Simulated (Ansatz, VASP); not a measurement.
## Ca: VASP beside Ansatz

```
Ca
1.0
     0.00000    2.78350    2.78350
     2.78350    0.00000    2.78350
     2.78350    2.78350    0.00000
Ca
1
Direct
  0.00000 0.00000 0.00000
```

Alike in both runs: task single point; functional r2SCAN; k mesh 4 × 4 × 4; occupations fermi-dirac, width 0.1 eV; no spin polarisation.

|  | VASP | Ansatz |
| --- | --- | --- |
| version | VASP 6.6.1 | Ansatz 0.2.0 |
| potentials or method | VASP PAW PBE potentials, release 64 (Ca_sv), cutoff 520 eV | plane waves (500 eV) with PAW, scalar-relativistic |
| valence electrons in the cell | 10 | 10 |

|  | VASP | Ansatz | Ansatz less VASP |
| --- | --- | --- | --- |
| pressure (GPa) | 0.1 | 0.1 | -0.05 |

VASP's potentials were made for PBE, not for r2SCAN.

The k mesh is coarse, so the values compare programs but aren't converged.
